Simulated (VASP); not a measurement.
Write the native input for VASP 6.6.1 that does the following.

```
Task                   : single point
Functional             : r2SCAN
Potentials or basis    : VASP PAW PBE potentials, release 64 (C)
Cutoff                 : 520 eV
k mesh                 : 12 × 12 × 12
Occupations            : gaussian, width 0.01 eV
Spin                   : no spin polarisation
Dipole correction      : no
Further INCAR settings : ALGO = Normal; EDIFF = 1e-07; NBANDS = 11
```

C:

```
CELL_PARAMETERS angstrom
-0.00593 1.77419 1.77419
1.77419 -0.00593 1.77419
1.77419 1.77419 -0.00593
ATOMIC_POSITIONS crystal
C 0.99998 0.99998 0.99998
C 0.25002 0.25002 0.25002
```

This cell differs from its parent crystal: strain along [111] -0.5%.

The input as run:

POSCAR

```
C
1.0
   -0.0059337471      1.7741903940      1.7741903940
    1.7741903940     -0.0059337471      1.7741903940
    1.7741903940      1.7741903940     -0.0059337471
C
2
Direct
   -0.0000169120     -0.0000169120     -0.0000169120
    0.2500169120      0.2500169120      0.2500169120
```

INCAR.step1

```
SYSTEM = C
PREC = Accurate ; ENCUT = 520
ISMEAR = 0 ; SIGMA = 0.01
LREAL = .False. ; LASPH = .True.
NELM = 100 ; NBANDS = 11
GGA = PE ; ALGO = Normal
EDIFF = 1E-4 ; LWAVE = .True.
LCHARG = .False.
```

INCAR.step2

```
SYSTEM = C
PREC = Accurate ; ENCUT = 520
EDIFF = 1E-7 ; ISMEAR = 0
SIGMA = 0.01 ; LREAL = .False.
LASPH = .True. ; NELM = 100
ALGO = Normal ; ISIF = 2
LWAVE = .False. ; LCHARG = .True.
METAGGA = R2SCAN ; LMIXTAU = .True.
LELF = .True. ; LVHAR = .True.
NBANDS = 11 ; ISTART = 1
```

KPOINTS

```
Automatic mesh
0
Gamma
  12 12 12
  0 0 0
```

Potentials or basis: VASP PAW PBE potentials, release 64 (C).

Command:

```bash
$ cat potpaw_PBE.64/C/POTCAR > POTCAR
$ cp INCAR.step1 INCAR
$ mpirun -np 1 vasp_std > vasp.out
$ cp INCAR.step2 INCAR
$ mpirun -np 1 vasp_std > vasp.out
```

Results of the run:

The pressure is 3.5 GPa, the largest force is 0.010 eV/Å and the band gap on the k mesh is 4.36 eV (least direct gap 5.81 eV).

Caveat: the cell differs from its parent crystal (strain along [111] -0.5%); the cell stands under pressure; the PAW data sets were made with another functional, which shifts forces and pressure a little.

It took 120 s on 1 thread of Intel Xeon 8259CL, with other jobs on the host, peak memory 0.13 GiB.
